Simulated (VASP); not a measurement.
## C: single point with PBE

The system is C.

```xyz
12
Lattice="2.4764 0.0000 0.0000 -1.2382 2.1446 0.0000 0.0000 0.0000 11.9630" Properties=species:S:1:pos:R:3 pbc="T T T"
C     0.0000    0.0000    2.2354
C     0.0000    0.0000    8.2169
C     0.0000    0.0000    3.7461
C     0.0000    0.0000    9.7276
C     0.0000    1.4298    6.2299
C     1.2382    0.7149    0.2484
C     0.0000    1.4298   11.7146
C     1.2382    0.7149    5.7331
C     0.0000    1.4298    7.7173
C     1.2382    0.7149    1.7358
C     0.0000    1.4298   10.2272
C     1.2382    0.7149    4.2457
```

* Program: VASP 6.6.1
* Task: single point
* Functional: PBE
* Potentials or basis: VASP PAW PBE potentials, release 64 (C)
* Cutoff: 520 eV
* k mesh: 12 × 12 × 2
* Occupations: gaussian, width 0.05 eV
* Spin: no spin polarisation

| Quantity | Value |
| --- | --- |
| Pressure | 37.7 GPa |
| Largest force | 0.195 eV/Å |
| Band gap on the k mesh | 4.45 eV, indirect (least direct gap 5.31 eV) |

Forces in eV/Å, atoms in the order of the input:
```
C    0.000  0.000 -0.120
C    0.000  0.000 -0.120
C    0.000  0.000  0.120
C    0.000  0.000  0.120
C    0.000  0.000 -0.195
C    0.000  0.000 -0.195
C    0.000  0.000  0.195
C    0.000  0.000  0.195
C    0.000  0.000  0.118
C    0.000  0.000  0.118
C    0.000  0.000 -0.118
C    0.000  0.000 -0.118
```

Stress tensor (GPa, compression positive):
```
27.89  0.00  0.00
 0.00 27.89  0.00
 0.00  0.00 57.46
```

Levels at points of the mesh, in eV from the valence-band top:
```csv
k point,band 21,band 22,band 23,band 24,band 25,band 26,band 27,band 28
"(0.00, 0.00, 0.00)",-1.14,-0.17,0.00,0.00,5.31,5.31,6.16,6.54
"(0.50, 0.00, 0.00)",-4.37,-4.31,-3.84,-3.01,4.49,5.16,5.20,6.05
"(0.00, 0.00, 0.50)",-0.38,-0.38,-0.38,-0.38,5.76,5.76,5.76,5.76
"(0.50, 0.00, 0.50)",-3.97,-3.97,-3.41,-3.41,4.67,4.67,6.05,6.05
```

It took 34 s on 1 thread of Intel(R) Xeon(R) 6975P-C (Granite Rapids), on a shared host, peak memory 0.19 GiB.

A k mesh can miss the band edges. Expect the measured gap to be larger: semilocal functionals such as PBE lack the derivative discontinuity.
